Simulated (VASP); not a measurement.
# Au (P-1) in VASP: further runs, part 2 of 2

VASP 6.6.1. The steps go on from the part before.

## 3. Single point, PBEsol (volume scaled by 1.06)

The input, INCAR:

```
PREC = Accurate
ENCUT = 520
EDIFF = 1E-6
ISMEAR = -1
SIGMA = 0.05
LREAL = False
LASPH = True
NELM = 100
ALGO = Fast
ISIF = 2
LWAVE = False
LCHARG = False
GGA = PS
NBANDS = 18
```

The input, KPOINTS:

```
Automatic mesh
0
Gamma
  10 10 6
```

The input, POSCAR:

```
Au
1.0
    2.8707087448      0.0000000000      0.0000000000
   -0.0132094378      2.8754912702      0.0000000000
   -1.1602089120     -1.2086602150      5.0205878461
Au
2
Direct
    0.6728620000      0.6659620000      0.2740550000
    0.3271380000      0.3340380000      0.7259450000
```

Potentials or basis: VASP PAW PBE potentials, release 64 (Au).

On the command line:

```console
$ cat potpaw_PBE.64/Au/POTCAR > POTCAR
$ mpirun -np 1 vasp_std > vasp.out
```

OUTCAR:

```text
PREC = Accurate
   ENCUT = 520
   EDIFF = 1E-6
   ISMEAR = -1
   LREAL = False
   LASPH = True
   NELM = 100
   ISIF = 2
   GGA = PS

 ion  position               nearest neighbor table
   1  0.673  0.666  0.274-   2 2.79   2 2.97   2 3.04   2 3.06   2 3.11
   2  0.327  0.334  0.726-   1 2.79   1 2.97   1 3.04   1 3.06   1 3.11

  LATTYP: Found a triclinic cell.
 ALAT       =     2.8707087448
 B/A-ratio  =     1.4186468224
 C/A-ratio  =     2.8424930260
 COS(alpha) =     0.0022337933
 COS(beta)  =     0.5581870929
 COS(gamma) =     0.7081406305

  Lattice vectors:

 A1 = (  -2.8707087448,   0.0000000000,   0.0000000000)
 A2 = (  -2.8839181826,   2.8754912702,   0.0000000000)
 A3 = (  -4.5547897020,  -4.5423223254,  -5.0205878461)

Analysis of symmetry for initial positions (statically):
=====================================================================
 Subroutine PRICEL returns:
 Original cell was already a primitive cell.

 Routine SETGRP: Setting up the symmetry group for a
[... 164 lines left out ...]
  ---------------------------------------------------
  free energy    TOTEN  =        -7.34273374 eV

  energy without entropy =       -7.33905586  energy(sigma->0) =       -7.34089480

 E-fermi :   6.2014     XC(G=0): -11.6741

 val. band max:        6.1909424576   @ k =   0.3000   0.4000   0.0000
 cond. band min:       6.2276319414   @ k =  -0.4000   0.3000   0.3333
 fundamental gap:      0.0366894838
 Fermi energy:         6.2013688209

 k-point     1 :       0.0000    0.0000    0.0000
  band No.  band energies     occupation
      1      -1.7952      2.00000
      2       0.6098      2.00000
      3       0.9155      2.00000
      4       1.3882      2.00000
      5       1.8980      2.00000
      6       3.4985      2.00000
[... 481 lines left out ...]
      5       2.3547      2.00000
      6       2.7660      2.00000
[... 10 lines left out ...]
     17      18.3333      0.00000
     18      22.8686      0.00000

 [... further k-points ...]

------------------------ aborting loop because EDIFF is reached ----------------------------------------

  FORCE on cell =-STRESS in cart. coord.  units (eV):
  Direction    XX          YY          ZZ          XY          YZ          ZX
  --------------------------------------------------------------------------------------
  -------------------------------------------------------------------------------------
  Total       -3.4838636     -3.5181067     -3.0767365      0.0416863      0.0153243      0.0247915
  in kB     -134.6839900   -136.0078045   -118.9447088      1.6115646      0.5924278      0.9584250
  external PRESSURE =    -129.8788345 kB  Pullay stress =       0.0000000 kB

 VOLUME and BASIS-vectors are now :
 -----------------------------------------------------------------------------
  energy-cutoff  :      520.00
  volume of cell :       41.44
      direct lattice vectors                 reciprocal lattice vectors
     2.870708745  0.000000000  0.000000000     0.348346032  0.001600233  0.080884614
    -0.013209438  2.875491270  0.000000000     0.000000000  0.347766662  0.083721616
    -1.160208912 -1.208660215  5.020587846     0.000000000  0.000000000  0.199179863

 POSITION                                       TOTAL-FORCE (eV/Angst)
 -----------------------------------------------------------------------------------
      1.60483      1.58373      1.37592         0.010233      0.007659      0.178528
      0.09246      0.08310      3.64467        -0.010233     -0.007659     -0.178528
 -----------------------------------------------------------------------------------
    total drift:                                0.000000     -0.000000      0.000000

  FREE ENERGIE OF THE ION-ELECTRON SYSTEM (eV)
  ---------------------------------------------------
  free  energy   TOTEN  =        -7.3427337438 eV

  energy  without entropy=       -7.3390558643  energy(sigma->0) =       -7.34089480
```

OSZICAR:

```text
N       E                     dE             d eps       ncg     rms          rms(c)
DAV:   1     0.118720860241E+03    0.11872E+03   -0.11444E+04 10960   0.116E+03
DAV:   2    -0.587569470436E+01   -0.12460E+03   -0.11840E+03 11598   0.248E+02
DAV:   3    -0.799335174001E+01   -0.21177E+01   -0.21049E+01 13020   0.325E+01
DAV:   4    -0.800384064974E+01   -0.10489E-01   -0.10487E-01 12288   0.239E+00
DAV:   5    -0.800395809011E+01   -0.11744E-03   -0.11744E-03 12418   0.274E-01    0.867E+00
RMM:   6    -0.736819085769E+01    0.63577E+00   -0.13032E+00 10946   0.826E+00    0.581E+00
RMM:   7    -0.734714262586E+01    0.21048E-01   -0.78883E-02 11399   0.215E+00    0.336E+00
RMM:   8    -0.734292713052E+01    0.42155E-02   -0.74143E-03 11750   0.683E-01    0.494E-01
RMM:   9    -0.734271983505E+01    0.20730E-03   -0.13091E-03 12102   0.264E-01    0.892E-02
RMM:  10    -0.734273337640E+01   -0.13541E-04   -0.16956E-04 12240   0.854E-02    0.542E-02
RMM:  11    -0.734273276725E+01    0.60915E-06   -0.25148E-05 12199   0.354E-02    0.138E-02
RMM:  12    -0.734273374378E+01   -0.97653E-06   -0.56854E-06 10186   0.144E-02
   1 F= -.73427337E+01 E0= -.73408948E+01  d E =-.367788E-02
```

It took 54 s on 1 thread of Intel Xeon 6975P-C (Granite Rapids), shared host; peak memory 0.3 GiB.

What came out:

```yaml
Free_energy: -7.3427 eV
Pressure: -13.0 GPa
Largest_force: 0.179 eV/Å
Band_gap_on_the_k_mesh: zero (band 11 reaches 9.55 eV, above the bottom of band 12 at 4.60 eV)
```

Forces on the atoms (eV/Å):
```
Au   0.010  0.008  0.179
Au  -0.010 -0.008 -0.179
```

Caveat: the PAW data sets were made with another functional, which shifts forces and pressure a little; spin-orbit coupling is left out, which moves the levels of the heavy elements.

## 4. Single point, LDA (volume scaled by 0.94)

The input, INCAR:

```
  ALGO = Fast
  EDIFF = 1E-6
  ENCUT = 520
  ISIF = 2
  ISMEAR = -1
  LASPH = True
  LCHARG = True
  LELF = True
  LREAL = False
  LVHAR = True
  LWAVE = False
  NBANDS = 18
  NELM = 100
  PREC = Accurate
  SIGMA = 0.05
```

The input, KPOINTS:

```
k-points
0
Gamma
  10 10 6
```

The input, POSCAR:

```
Au
1.0
    2.7580139704      0.0000000000      0.0000000000
   -0.0126908779      2.7626087492      0.0000000000
   -1.1146628489     -1.1612121098      4.8234957461
Au
2
Direct
    0.6728620000      0.6659620000      0.2740550000
    0.3271380000      0.3340380000      0.7259450000
```

Potentials or basis: VASP PAW LDA potentials, release 64 (Au).

On the command line:

```console
$ cat potpaw_LDA.64/Au/POTCAR > POTCAR
$ mpirun -np 1 vasp_std > vasp.out
```

It took 1.8 min on 1 thread of Intel Xeon Platinum 8375C at 2.90GHz (Ice Lake), shared host; peak memory 0.27 GiB.

The run converged. Its results:

```yaml
Free_energy: -8.5881 eV
Pressure: -4.2 GPa
Largest_force: 0.091 eV/Å
Band_gap_on_the_k_mesh: zero (band 11 reaches 11.22 eV, above the bottom of band 12 at 6.26 eV)
```

Forces on the atoms (eV/Å):
```
Au   0.032  0.030  0.079
Au  -0.032 -0.030 -0.079
```

Stress tensor (GPa, compression positive):
```
-4.86  0.28  1.06
 0.28 -5.22  0.82
 1.06  0.82 -2.43
```

Levels at points of the mesh, in eV from the Fermi level:
```csv
k point,band 9,band 10,band 11,band 12,band 13,band 14
"(0.00, 0.00, 0.00)",-2.30,-2.02,-1.59,-0.23,3.01,14.33
"(0.50, 0.00, 0.00)",-2.36,-1.80,0.54,1.29,2.83,5.89
"(0.00, 0.50, 0.00)",-2.33,-1.85,0.48,1.30,2.67,5.86
"(0.50, 0.50, 0.00)",-0.72,-0.70,2.62,4.78,6.47,6.81
"(0.00, 0.00, 0.50)",-1.96,-1.70,-1.59,-1.54,9.64,12.00
"(0.50, 0.00, 0.50)",-2.15,-2.03,0.04,1.21,1.92,5.32
"(0.00, 0.50, 0.50)",-2.19,-2.01,0.08,1.29,1.85,5.35
"(0.50, 0.50, 0.50)",-0.73,-0.69,3.00,5.39,6.03,6.80
```

Caveat: spin-orbit coupling is left out, which moves the levels of the heavy elements.

## 5. Single point, LDA (volume scaled by 0.96)

The input, INCAR:

```
  ALGO = Fast
  EDIFF = 1E-7
  ENCUT = 520
  GGA = CA
  ISIF = 2
  ISMEAR = -1
  LASPH = T
  LCHARG = F
  LREAL = F
  LWAVE = F
  NBANDS = 18
  NELM = 100
  PREC = Accurate
  SIGMA = 0.05
```

KPOINTS is that of step 4.

The input, POSCAR:

```
Au
1.0
    2.7774372439      0.0000000000      0.0000000000
   -0.0127802532      2.7820643814      0.0000000000
   -1.1225128459     -1.1693899293      4.8574651452
Au
2
Direct
    0.6728620000      0.6659620000      0.2740550000
    0.3271380000      0.3340380000      0.7259450000
```

On the command line:

```console
$ cat potpaw_LDA.64/Au/POTCAR > POTCAR
$ mpirun -np 1 vasp_std > vasp.out
```

It took 2.3 min on 1 thread of Intel Xeon Platinum 8375C at 2.90GHz (Ice Lake), shared host; peak memory 0.27 GiB.

It converged, with:

* Free energy: -8.5616 eV
* Pressure: -7.0 GPa
* Largest force: 0.113 eV/Å
* Band gap on the k mesh: zero (band 11 reaches 10.90 eV, above the bottom of band 12 at 5.95 eV)

Forces in eV/Å, atoms in the order of the input:
```
Au   0.026  0.024  0.107
Au  -0.026 -0.024 -0.107
```

Stress tensor (GPa, compression positive):
```
-7.61  0.27  0.81
 0.27 -7.92  0.61
 0.81  0.61 -5.32
```

Levels at points of the mesh, in eV from the Fermi level:
```tsv
k point	band 9	band 10	band 11	band 12	band 13	band 14
(0.00, 0.00, 0.00)	-2.26	-2.00	-1.59	-0.15	2.91	14.20
(0.50, 0.00, 0.00)	-2.32	-1.78	0.52	1.24	2.82	5.77
(0.00, 0.50, 0.00)	-2.30	-1.83	0.46	1.25	2.67	5.73
(0.50, 0.50, 0.00)	-0.74	-0.72	2.65	4.74	6.30	6.74
(0.00, 0.00, 0.50)	-1.94	-1.69	-1.58	-1.53	9.53	11.84
(0.50, 0.00, 0.50)	-2.08	-2.01	0.04	1.25	1.84	5.18
(0.00, 0.50, 0.50)	-2.13	-1.99	0.09	1.32	1.78	5.21
(0.50, 0.50, 0.50)	-0.75	-0.71	3.02	5.34	5.86	6.73
```

Caveat: spin-orbit coupling is left out, which moves the levels of the heavy elements.

## 6. Overview

| level | potentials or basis | cell | further INCAR settings | gap on the mesh (eV) | pressure (GPa) | largest force (eV/Å) |
| --- | --- | --- | --- | --- | --- | --- |
| PBEsol | VASP PAW PBE potentials, release 64 (Au) | a = 2.853, b = 2.857, c = 5.259 Å, angles 103.1, 102.7, 90.3°, 2 atoms | ALGO = Fast; EDIFF = 1e-07; NBANDS = 18 | none | -11.6 | 0.16 |
| PBEsol | VASP PAW PBE potentials, release 64 (Au) | a = 2.871, b = 2.876, c = 5.293 Å, angles 103.1, 102.7, 90.3°, 2 atoms | ALGO = Fast; EDIFF = 1e-06; NBANDS = 18 | none | -13.0 | 0.18 |
| LDA | VASP PAW LDA potentials, release 64 (Au) | a = 2.758, b = 2.763, c = 5.085 Å, angles 103.1, 102.7, 90.3°, 2 atoms | ALGO = Fast; EDIFF = 1e-06; NBANDS = 18 | none | -4.2 | 0.09 |
| LDA | VASP PAW LDA potentials, release 64 (Au) | a = 2.777, b = 2.782, c = 5.121 Å, angles 103.1, 102.7, 90.3°, 2 atoms | ALGO = Fast; EDIFF = 1e-07; NBANDS = 18 | none | -7.0 | 0.11 |

Alike in all rows: task single point; no spin polarisation; k mesh 10 × 10 × 6; cutoff (eV) 520; smearing fermi-dirac 0.05 eV.

Caveats: spin-orbit coupling is left out, which moves the levels of the heavy elements; the PAW data sets were made with another functional, which shifts forces and pressure a little (some runs).

Total energies depend on the potentials used, so only differences within one code and one set of settings carry meaning.
